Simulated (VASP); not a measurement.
# TiAl (P3m1) in VASP: further runs, part 2 of 2

VASP 6.6.1.

## Step 3: Single point, PBEsol (mode 6 (341.9 1/cm) frozen in, largest displacement +0.025 Å)

Contents of INCAR:

```
SYSTEM = TiAl
PREC = Accurate
ENCUT = 520
EDIFF = 1E-7
ISMEAR = 0
SIGMA = 0.15
LREAL = .False.
LASPH = .True.
NELM = 80
ALGO = Fast
ISIF = 2
LWAVE = .False.
LCHARG = .False.
GGA = PS
NBANDS = 14
```

Contents of KPOINTS:

```
regular mesh
0
Gamma
  24 24 14
  0 0 0
```

Contents of POSCAR:

```
TiAl
1.0
    2.8478212847      0.0000000000      0.0000000000
   -1.4239106423      2.4662855780      0.0000000000
    0.0000000000      0.0000000000      4.6199447394
Ti Al
1 1
Direct
    0.0000000000      0.0000000000     -0.0030502380
    0.3333333333      0.6666666667      0.5054113201
```

Potentials or basis: VASP PAW PBE potentials, release 64 (Ti_sv, Al).

Started as:

```sh
$ cat potpaw_PBE.64/Ti_sv/POTCAR potpaw_PBE.64/Al/POTCAR > POTCAR
$ mpirun -np 1 vasp_std > vasp.out
```

OUTCAR:

```text
SYSTEM = TiAl
   PREC = Accurate
   ENCUT = 520
   EDIFF = 1E-7
   ISMEAR = 0
   LREAL = .False.
   LASPH = .True.
   NELM = 80
   ISIF = 2
   GGA = PS

 ion  position               nearest neighbor table
   1  0.000  0.000  0.997-   2 2.80   2 2.80   2 2.80   2 2.87   2 2.87   2 2.87
   2  0.333  0.667  0.505-   1 2.80   1 2.80   1 2.80   1 2.87   1 2.87   1 2.87

  LATTYP: Found a hexagonal cell.
 ALAT       =     2.8478212847
 C/A-ratio  =     1.6222734075

  Lattice vectors:

 A1 = (   2.8478212847,   0.0000000000,   0.0000000000)
 A2 = (  -1.4239106423,   2.4662855780,   0.0000000000)
 A3 = (   0.0000000000,   0.0000000000,   4.6199447394)

Analysis of symmetry for initial positions (statically):
=====================================================================
 Subroutine PRICEL returns:
 Original cell was already a primitive cell.

 Routine SETGRP: Setting up the symmetry group for a
 hexagonal supercell.

 Subroutine GETGRP returns: Found  6 space group operations
 (whereof  6 operations were pure point group operations)
 out of a pool of 24 trial point group operations.

The static configuration has the point symmetry C_3v.

[... 176 lines left out ...]
      6       5.7207      2.00000
      7       6.2532      2.00000
      8       9.3414      0.00000
      9       9.3414      0.00000
     10      10.8670      0.00000
     11      10.8670      0.00000
     12      12.1304      0.00000
     13      21.0582      0.00000
     14      21.0582      0.00000
[... 377 lines left out ...]
      1     -48.0916      2.00000
      2     -24.7940      2.00000
      3     -24.5217      2.00000
      4     -24.3264      2.00000
      5       4.1440      2.00000
      6       5.3815      2.00000
      7       6.4777      2.00000
      8       7.0507      2.00000
      9      10.0727      0.00000
     10      11.9065      0.00000
     11      12.2775      0.00000
     12      12.3737      0.00000
     13      13.6895      0.00000
     14      15.5776      0.00000

 [... further k-points ...]

------------------------ aborting loop because EDIFF is reached ----------------------------------------

  FORCE on cell =-STRESS in cart. coord.  units (eV):
  Direction    XX          YY          ZZ          XY          YZ          ZX
  --------------------------------------------------------------------------------------
  -------------------------------------------------------------------------------------
  Total        0.0169584      0.0169584      0.0107997      0.0000000      0.0000000      0.0000000
  in kB        0.8373408      0.8373408      0.5332482      0.0000000      0.0000000      0.0000000
  external PRESSURE =       0.7359766 kB  Pullay stress =       0.0000000 kB

 VOLUME and BASIS-vectors are now :
 -----------------------------------------------------------------------------
  energy-cutoff  :      520.00
  volume of cell :       32.45
      direct lattice vectors                 reciprocal lattice vectors
     2.847821285  0.000000000  0.000000000     0.351145630  0.202734024  0.000000000
    -1.423910642  2.466285578  0.000000000     0.000000000  0.405468048  0.000000000
     0.000000000  0.000000000  4.619944739     0.000000000  0.000000000  0.216452805

 POSITION                                       TOTAL-FORCE (eV/Angst)
 -----------------------------------------------------------------------------------
      0.00000      0.00000      4.60585         0.000000      0.000000      0.291185
     -0.00000      1.64419      2.33497        -0.000000      0.000000     -0.291185
 -----------------------------------------------------------------------------------
    total drift:                                0.000000     -0.000000      0.000203

  FREE ENERGIE OF THE ION-ELECTRON SYSTEM (eV)
  ---------------------------------------------------
  free  energy   TOTEN  =       -12.9406894312 eV

  energy  without entropy=      -12.9112493536  energy(sigma->0) =      -12.92596939
```

OSZICAR:

```text
N       E                     dE             d eps       ncg     rms          rms(c)
DAV:   1     0.997036279212E+02    0.99704E+02   -0.70869E+03 21776   0.108E+03
DAV:   2    -0.865089335451E+01   -0.10835E+03   -0.10409E+03 22466   0.300E+02
DAV:   3    -0.143764044630E+02   -0.57255E+01   -0.56002E+01 33174   0.661E+01
[... 27 lines left out ...]
RMM:  31    -0.129406889648E+02   -0.23702E-06   -0.25688E-06 23360   0.593E-03    0.123E-03
RMM:  32    -0.129406891685E+02   -0.20366E-06   -0.20822E-06 22613   0.514E-03    0.123E-03
RMM:  33    -0.129406892874E+02   -0.11897E-06   -0.13746E-06 21441   0.445E-03    0.110E-03
RMM:  34    -0.129406893737E+02   -0.86280E-07   -0.11356E-06 23295   0.408E-03    0.795E-04
RMM:  35    -0.129406894312E+02   -0.57455E-07   -0.79658E-07 22116   0.372E-03
   1 F= -.12940689E+02 E0= -.12925969E+02  d E =-.294401E-01
```

stdout:

```text
POSCAR found type information on POSCAR TiAl
 POSCAR found :  2 types and       2 ions
 scaLAPACK will be used
 -----------------------------------------------------------------------------
|                                                                             |
[... 61 lines left out ...]
WARNING in EDDRMM: call to ZHEGV failed, returncode =   6  3     14
 num prob WARNING in EDDRMM: call to ZHEGV failed, returncode =   6  3     12
 num prob RMM:  33    -0.129406892874E+02   -0.11897E-06   -0.13746E-06 21441   0.445E-03    0.110E-03
 num prob WARNING in EDDRMM: call to ZHEGV failed, returncode =   8  4     12
 num prob  num prob RMM:  34    -0.129406893737E+02   -0.86280E-07   -0.11356E-06 23295   0.408E-03    0.795E-04
 num prob WARNING in EDDRMM: call to ZHEGV failed, returncode =   6  3     12
 num prob RMM:  35    -0.129406894312E+02   -0.57455E-07   -0.79658E-07 22116   0.372E-03
```

Run time: 5.5 min. Hardware: 1 thread of Intel Xeon 6975P-C (Granite Rapids), shared host; peak memory 0.46 GiB.

Results:

- Free energy: -12.9407 eV
- Pressure: 0.1 GPa
- Largest force: 0.291 eV/Å

Forces in eV/Å, atoms in the order of the input:
```
Ti   0.000  0.000  0.291
Al   0.000  0.000 -0.291
```

Caveat: the cell differs from its parent crystal (mode 6 (341.9 1/cm) frozen in, largest displacement +0.025 Å); the PAW data sets were made with another functional, which shifts forces and pressure a little.
